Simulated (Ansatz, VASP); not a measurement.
# Y: VASP beside Ansatz

```xyz
2
Lattice="3.6021 0.0000 0.0000 -1.8011 3.1196 0.0000 0.0000 0.0000 5.6697" Properties=species:S:1:pos:R:3 pbc="T T T"
Y     0.0000    2.0797    1.4174
Y     1.8011    1.0399    4.2523
```

Change from the starting cell: volume scaled by 0.96.

Alike in both runs: task single point; functional PBE; k mesh 12 × 12 × 7; occupations fermi-dirac, width 0.08 eV; no spin polarisation.

|  | VASP | Ansatz |
| --- | --- | --- |
| version | VASP 6.6.1 | Ansatz 0.2.0 |
| potentials or method | VASP PAW PBE potentials, release 64 (Y_sv), cutoff 520 eV | all-electron LAPW, scalar-relativistic |

```csv
,VASP,Ansatz,Ansatz less VASP
pressure (GPa),1.3,1.4,+0.12
"traceless stress, the component that is largest in VASP (GPa)",-0.35,-0.35,-0.005
```

Ansatz ran all-electron here, and VASP with PAW potentials.
